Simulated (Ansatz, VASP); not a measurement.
# GaN in VASP and in Ansatz

```
Ga N
1.0
     3.27540    0.00000    0.00000
    -1.63770    2.83658    0.00000
     0.00000    0.00000    5.01102
Ga N
2 2
Cartesian
  0.0000 1.8911 0.0000
  1.6377 0.9455 2.5055
  0.0000 1.8911 1.8791
  1.6377 0.9455 4.3846
```

Change from the starting cell: strain +0.030 along x and y, -0.030 along z, atoms carried along.

Alike in both runs: task single point; functional r2SCAN; k mesh 12 × 12 × 6; occupations gaussian, width 0.05 eV; no spin polarisation.

|  | VASP | Ansatz |
| --- | --- | --- |
| version | VASP 6.6.1 | Ansatz 0.2.0 |
| potentials or method | VASP PAW PBE potentials, release 64 (Ga_d, N), cutoff 520 eV | scalar-relativistic, plane waves, PAW |
| valence electrons in the cell | 36 | 36 |

Ansatz gave:

* gap on the k mesh at the Fermi level (eV): 2.18
* least direct gap on the mesh (eV): 2.18
* pressure (GPa): -3.1
* traceless stress, the component that is largest in VASP (GPa): 17.09
* rms of the force components (eV/Å): 0.511

Task: Which values does VASP return?

Result: gap on the k mesh at the Fermi level (eV): 2.17; least direct gap on the mesh (eV): 2.17; pressure (GPa): -2.2; traceless stress, the component that is largest in VASP (GPa): 17.36; rms of the force components (eV/Å): 0.530.

VASP's potentials were made for PBE, not for r2SCAN. Atom by atom the forces differ by 0.019 eV/Å (rms over components). With one functional, cell and mesh, what is left measures potentials, basis and numerics.
